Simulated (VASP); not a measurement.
Wanted: the native input for a VASP 6.6.1 run.

```
Task                   : single point
Functional             : RPBE
Potentials or basis    : VASP PAW PBE potentials, release 64 (Rb_sv)
Cutoff                 : 520 eV
k mesh                 : 13 × 13 × 13
Occupations            : fermi-dirac, width 0.1 eV
Spin                   : no spin polarisation
Dipole correction      : no
Further INCAR settings : ALGO = Normal; EDIFF = 1e-07; NBANDS = 10
```

The structure of Rb lies in POSCAR:

```
Rb
1.0
   -2.9392077051      2.9392077051      2.9392077051
    2.9392077051     -2.9392077051      2.9392077051
    2.9392077051      2.9392077051     -2.9392077051
Rb
1
Direct
    0.0000000000      0.0000000000      0.0000000000
```

The input as run:

INCAR

```
SYSTEM = Rb
ALGO     = Normal         ! electronic algorithm
EDIFF    = 1E-7           ! SCF threshold, eV
ENCUT    = 520            ! plane-wave cutoff, eV
GGA      = RP             ! functional
ISIF     = 2              ! what is computed and relaxed
ISMEAR   = -1             ! smearing method
LASPH    = .TRUE.         ! aspherical terms in the spheres
LCHARG   = .FALSE.        ! write CHGCAR
LREAL    = .FALSE.        ! projectors in reciprocal space
LWAVE    = .FALSE.        ! write WAVECAR
NBANDS   = 10             ! bands
NELM     = 100            ! most SCF steps
PREC     = Accurate       ! precision mode
SIGMA    = 0.1            ! smearing width, eV
```

KPOINTS

```
k-points
0
G
  13 13 13
  0 0 0
```

Potentials or basis: VASP PAW PBE potentials, release 64 (Rb_sv).

Launch:

```sh
$ cat potpaw_PBE.64/Rb_sv/POTCAR > POTCAR
$ mpirun -np 1 vasp_std > vasp.out
```

Results of the run:

- Pressure: 0.0 GPa

Caveat: the PAW data sets were made with another functional, which shifts forces and pressure a little.

It took 36 s on 1 thread of Intel(R) Xeon(R) 6975P-C (Granite Rapids) (shared host), peak memory 0.27 GiB.
